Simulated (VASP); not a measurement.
# Si2Ge (Fd-3m) in VASP: single point with PBE

Aim: the single point of Si2Ge with PBE.

Everything below comes from runs of VASP 6.6.1. Logs are shortened: lines on timing, memory, paths and dates and some standing lists are left out, and cuts for length are marked.

### Step 1. The cell of the first run

It takes space group Fd-3m (No. 227, cubic). Conventional cell: a = 7.335 Å, b = 7.335 Å, c = 7.335 Å, α = 90.00°, β = 90.00°, γ = 90.00°. Within 3.4 Å of Si (site symmetry -3m) lie 6 Si at 2.59 Å and 6 Ge at 3.04 Å. Within 4.0 Å of Ge (site symmetry -43m) lie 12 Si at 3.04 Å and 4 Ge at 3.18 Å.

### Step 2. Single point, PBE

INCAR reads:

```
  PREC = Accurate
  ENCUT = 500
  EDIFF = 1E-6
  ISMEAR = 0
  SIGMA = 0.2
  LREAL = F
  LASPH = T
  NELM = 120
  ALGO = Normal
  ISIF = 2
  LWAVE = F
  LCHARG = F
  GGA = PE
  NBANDS = 31
  GGA_COMPAT = F
```

KPOINTS reads:

```
Automatic mesh
0
Gamma
  4 4 4
```

POSCAR reads:

```
Si2Ge
1.0
    0.0000000000      3.6672902811      3.6672902811
    3.6672902811      0.0000000000      3.6672902811
    3.6672902811      3.6672902811      0.0000000000
Si Ge
4 2
Direct
    0.6250003630      0.6250003630      0.6250003630
    0.6250003630      0.6250003630      0.1249989111
    0.6250003630      0.1249989111      0.6250003630
    0.1249989111      0.6250003630      0.6250003630
    0.0000000000      0.0000000000      0.0000000000
    0.2500000000      0.2500000000      0.2500000000
```

Potentials or basis: VASP PAW PBE potentials, release 64 (Si, Ge_d).

The run is started by

```sh
$ cat potpaw_PBE.64/Si/POTCAR potpaw_PBE.64/Ge_d/POTCAR > POTCAR
$ mpirun -np 1 vasp_std > vasp.out
```

OUTCAR:

```text
PREC = Accurate
   ENCUT = 500
   EDIFF = 1E-6
   ISMEAR = 0
   LREAL = F
   LASPH = T
   NELM = 120
   ISIF = 2
   GGA = PE

 ion  position               nearest neighbor table
   1  0.625  0.625  0.625-   2 2.59   3 2.59   4 2.59   2 2.59   3 2.59   4 2.59
   2  0.625  0.625  0.125-   1 2.59   3 2.59   4 2.59   1 2.59   3 2.59   4 2.59
   3  0.625  0.125  0.625-   1 2.59   2 2.59   4 2.59   2 2.59   1 2.59   4 2.59
   4  0.125  0.625  0.625-   1 2.59   2 2.59   3 2.59   1 2.59   2 2.59   3 2.59
   5  0.000  0.000  0.000-
   6  0.250  0.250  0.250-

  LATTYP: Found a face centered cubic cell.
 ALAT       =     7.3345805622

  Lattice vectors:

 A1 = (   0.0000000000,   3.6672902811,   3.6672902811)
 A2 = (   3.6672902811,   0.0000000000,   3.6672902811)
 A3 = (   3.6672902811,   3.6672902811,   0.0000000000)

Analysis of symmetry for initial positions (statically):
=====================================================================
 Subroutine PRICEL returns:
 Original cell was already a primitive cell.

 Routine SETGRP: Setting up the symmetry group for a
 face centered cubic supercell.

 Subroutine GETGRP returns: Found 48 space group operations
 (whereof 24 operations were pure point group operations)
 out of a pool of 48 trial point group operations.

The static configuration has the point symmetry T_d .
 The point group associated with its full space group is O_h .

Analysis of symmetry for dynamics (positions and initial velocities):
=====================================================================
 Subroutine PRICEL returns:
 Original cell was already a primitive cell.

 Routine SETGRP: Setting up the symmetry group for a
 face centered cubic supercell.

 Subroutine GETGRP returns: Found 48 space group operations
 (whereof 24 operations were pure point group operations)
 out of a pool of 48 trial point group operations.

The dynamic configuration has the point symmetry T_d .
 The point group associated with its full space group is O_h .

 Subroutine INISYM returns: Found 48 space group operations
 (whereof 24 operations are pure point group operations),
 and found     1 'primitive' translations

----------------------------------------------------------------------------------------

                                     Primitive cell

  volume of cell :      98.6429

  direct lattice vectors                    reciprocal lattice vectors
     0.000000000  3.667290281  3.667290281    -0.136340448  0.136340448  0.136340448
     3.667290281  0.000000000  3.667290281     0.136340448 -0.136340448  0.136340448
     3.667290281  3.667290281  0.000000000     0.136340448  0.136340448 -0.136340448

  length of vectors
     5.186331653  5.186331653  5.186331653     0.236148583  0.236148583  0.236148583

  position of ions in fractional coordinates (direct lattice)
     0.625000363  0.625000363  0.625000363
     0.625000363  0.625000363  0.124998911
     0.625000363  0.124998911  0.625000363
     0.124998911  0.625000363  0.625000363
     0.000000000  0.000000000  0.000000000
     0.250000000  0.250000000  0.250000000

  ion indices of the primitive-cell ions
   primitive index   ion index
                 1           1
                 2           2
                 3           3
                 4           4
                 5           5
                 6           6

----------------------------------------------------------------------------------------

 KPOINTS: Automatic mesh

Automatic generation of k-mesh.
 Grid dimensions read from file:
 generate k-points for:    4    4    4

 Generating k-lattice:

  Cartesian coordinates                     Fractional coordinates (reciprocal lattice)
    -0.034085112  0.034085112  0.034085112     0.250000000  0.000000000  0.000000000
     0.034085112 -0.034085112  0.034085112     0.000000000  0.250000000  0.000000000
     0.034085112  0.034085112 -0.034085112     0.000000000  0.000000000  0.250000000

  Length of vectors
     0.059037146  0.059037146  0.059037146

  Shift w.r.t. Gamma in fractional coordinates (k-lattice)
     0.000000000  0.000000000  0.000000000

 Subroutine IBZKPT returns following result:
 ===========================================

 Found      8 irreducible k-points:

 Following reciprocal coordinates:
            Coordinates               Weight
  0.000000  0.000000  0.000000      1.000000
  0.250000  0.000000  0.000000      8.000000
  0.500000  0.000000  0.000000      4.000000
  0.250000  0.250000  0.000000      6.000000
  0.500000  0.250000  0.000000     24.000000
 -0.250000  0.250000  0.000000     12.000000
  0.500000  0.500000  0.000000      3.000000
 -0.250000  0.500000  0.250000      6.000000
   k-points           NKPTS =      8   k-points in BZ     NKDIM =      8   number of bands    NBANDS=     31
   number of dos      NEDOS =    301   number of ions     NIONS =      6
   total plane-waves  NPLWV =  64000
   dimension x,y,z NGX =    40 NGY =   40 NGZ =   40
   dimension x,y,z NGXF=    80 NGYF=   80 NGZF=   80
   ions per type =               4   2
   NGX,Y,Z   is equivalent  to a cutoff of  12.82, 12.82, 12.82 a.u.
   NGXF,Y,Z  is equivalent  to a cutoff of  25.64, 25.64, 25.64 a.u.
 SYSTEM =  unknown system
   PREC   = accura    normal or accurate (medium, high low for compatibility)
   ISTART =      0    job   : 0-new  1-cont  2-samecut
   ICHARG =      2    charge: 1-file 2-atom 10-const
   ISPIN  =      1    spin polarized calculation?
   LNONCOLLINEAR =      F non collinear calculations
   LSORBIT =      F    spin-orbit coupling
   LASPH  =      T    aspherical Exc in radial PAW
   ENCUT  =  500.0 eV  36.75 Ry    6.06 a.u.   9.46  9.46  9.46*2*pi/ulx,y,z
   NELM   =    120;   NELMIN=  2; NELMDL= -5     # of ELM steps
   EDIFF  = 0.1E-05   stopping-criterion for ELM
   LREAL  =      F    real-space projection
[... 7 lines left out ...]
   TEBEG  =    0.0;   TEEND  =   0.0 temperature during run
   PSTRESS=    0.0 pullay stress
   NELECT =      44.0000    total number of electrons
   NUPDOWN=      -1.0000    fix difference up-down
   EMIN   =  10.00;   EMAX   =-10.00  energy-range for DOS
   EFERMI =   0.00;   METHOD = LEGACY
   ISMEAR =     0;   SIGMA  =   0.20  broadening in eV -4-tet -1-fermi 0-gaus
   EFERMI_NEDOS =   21; number of points for ismear=-14 and -15
   IALGO  =     38    algorithm
   IMIX   =      4    mixing-type and parameters
     AMIX     =   0.40;   BMIX     =  1.00
     AMIX_MAG =   1.60;   BMIX_MAG =  1.00
  volume/ion in A,a.u.               =      16.44       110.95
  Fermi-wavevector in a.u.,A,eV,Ry     =   1.250846  2.363756 21.287882  1.564615
  Thomas-Fermi vector in A             =   2.384821
   LORBIT       =      0    0 simple, 1 ext, 2 COOP (PROOUT), +10 PAW based schemes
   GGA     = PE    functional components
   LHFCALC =     F    Hartree Fock is set to
   AEXX    =    0.0000 exact exchange contribution
   IVDW    =     0    specifies the selected vdW correction
   LEPSILON=     F    determine dielectric tensor
   LRPA    =     F    only Hartree local field effects (RPA)
 non-spin polarized calculation
 Gauss-broadening in eV      SIGMA  =   0.20
  energy-cutoff  :      500.00
  volume of cell :       98.64
 maximum number of plane-waves:      2525
 NGX is ok and might be reduce to    40
   NGX = 19   NGY = 19   NGZ = 19

 number of electron      43.9999972 magnetization

 Free energy of the ion-electron system (eV)
  ---------------------------------------------------
  ext. energy  EPLUGINS =         0.00000000
  ---------------------------------------------------
  free energy    TOTEN  =       -27.49014908 eV

  energy without entropy =      -27.42879244  energy(sigma->0) =      -27.45947076

 E-fermi :   8.4366     XC(G=0): -11.0933

 val. band max:        8.3635859437   @ k =   0.5000   0.2500   0.0000
 cond. band min:       8.5588796148   @ k =   0.5000   0.5000   0.0000
 fundamental gap:      0.1952936711
 Fermi energy:         8.4366410683

 k-point     1 :       0.0000    0.0000    0.0000
  band No.  band energies     occupation
      1     -16.4392      2.00000
      2     -16.4392      2.00000
      3     -16.4392      2.00000
      4     -16.4371      2.00000
      5     -16.4371      2.00000
      6     -16.4132      2.00000
[... 23 lines left out ...]
     30      15.6310      0.00000
     31      15.6310      0.00000

 k-point     2 :       0.2500    0.0000    0.0000
  band No.  band energies     occupation
      1     -16.4417      2.00000
      2     -16.4417      2.00000
      3     -16.4381      2.00000
      4     -16.4338      2.00000
      5     -16.4338      2.00000
      6     -16.4167      2.00000
[... 23 lines left out ...]
     30      14.6237      0.00000
     31      15.8152      0.00000

 k-point     3 :       0.5000    0.0000    0.0000
  band No.  band energies     occupation
      1     -16.4423      2.00000
      2     -16.4423      2.00000
      3     -16.4370      2.00000
      4     -16.4325      2.00000
      5     -16.4325      2.00000
      6     -16.4182      2.00000
[... 23 lines left out ...]
     30      13.9531      0.00000
     31      13.9531      0.00000

 k-point     4 :       0.2500    0.2500    0.0000
  band No.  band energies     occupation
      1     -16.4415      2.00000
      2     -16.4415      2.00000
      3     -16.4406      2.00000
      4     -16.4335      2.00000
      5     -16.4286      2.00000
      6     -16.4221      2.00000
[... 23 lines left out ...]
     30      15.0939      0.00000
     31      15.0939      0.00000

 k-point     5 :       0.5000    0.2500    0.0000
  band No.  band energies     occupation
      1     -16.4449      2.00000
      2     -16.4430      2.00000
      3     -16.4354      2.00000
      4     -16.4297      2.00000
      5     -16.4263      2.00000
      6     -16.4241      2.00000
[... 23 lines left out ...]
     30      12.8698      0.00000
     31      13.1686      0.00000

 k-point     6 :      -0.2500    0.2500    0.0000
  band No.  band energies     occupation
      1     -16.4442      2.00000
      2     -16.4435      2.00000
      3     -16.4340      2.00000
      4     -16.4322      2.00000
      5     -16.4291      2.00000
      6     -16.4212      2.00000
[... 23 lines left out ...]
     30      13.1563      0.00000
     31      13.9943      0.00000

 k-point     7 :       0.5000    0.5000    0.0000
  band No.  band energies     occupation
      1     -16.4434      2.00000
      2     -16.4434      2.00000
      3     -16.4340      2.00000
      4     -16.4340      2.00000
      5     -16.4250      2.00000
      6     -16.4249      2.00000
[... 23 lines left out ...]
     30      10.7912      0.00000
     31      12.3508      0.00000

 k-point     8 :      -0.2500    0.5000    0.2500
  band No.  band energies     occupation
      1     -16.4451      2.00000
      2     -16.4451      2.00000
      3     -16.4292      2.00000
      4     -16.4292      2.00000
      5     -16.4253      2.00000
      6     -16.4253      2.00000
[... 23 lines left out ...]
     30      12.9732      0.00000
     31      13.4265      0.00000

------------------------ aborting loop because EDIFF is reached ----------------------------------------

  FORCE on cell =-STRESS in cart. coord.  units (eV):
  Direction    XX          YY          ZZ          XY          YZ          ZX
  --------------------------------------------------------------------------------------
  -------------------------------------------------------------------------------------
  Total       -0.1057334     -0.1057334     -0.1057334      0.0000000      0.0000000     -0.0000000
  in kB       -1.7173417     -1.7173417     -1.7173417      0.0000000      0.0000000     -0.0000000
  external PRESSURE =      -1.7173417 kB  Pullay stress =       0.0000000 kB

 VOLUME and BASIS-vectors are now :
 -----------------------------------------------------------------------------
  energy-cutoff  :      500.00
  volume of cell :       98.64
      direct lattice vectors                 reciprocal lattice vectors
     0.000000000  3.667290281  3.667290281    -0.136340448  0.136340448  0.136340448
     3.667290281  0.000000000  3.667290281     0.136340448 -0.136340448  0.136340448
     3.667290281  3.667290281  0.000000000     0.136340448  0.136340448 -0.136340448

 POSITION                                       TOTAL-FORCE (eV/Angst)
 -----------------------------------------------------------------------------------
      4.58412      4.58412      4.58412        -0.000000      0.000000     -0.000000
      2.75047      2.75047      4.58412         0.000000     -0.000000      0.000000
      2.75047      4.58412      2.75047        -0.000000     -0.000000     -0.000000
      4.58412      2.75047      2.75047         0.000000      0.000000      0.000000
      0.00000      0.00000      0.00000        -0.000000     -0.000000     -0.000000
      1.83365      1.83365      1.83365        -0.000000     -0.000000     -0.000000
 -----------------------------------------------------------------------------------
    total drift:                                0.000000      0.000000      0.000000

  FREE ENERGIE OF THE ION-ELECTRON SYSTEM (eV)
  ---------------------------------------------------
  free  energy   TOTEN  =       -27.4901490783 eV

  energy  without entropy=      -27.4287924449  energy(sigma->0) =      -27.45947076
```

It took 32 s on 1 thread of Intel Xeon 6975P-C, shared host; peak memory 0.23 GiB.

Results:

- Free energy: -27.4901 eV
- Pressure: -0.2 GPa
- Band gap on the k mesh: zero (band 22 reaches 8.61 eV, above the bottom of band 23 at 6.45 eV)

Caveat: the k points lie up to 0.37 Å⁻¹ apart.
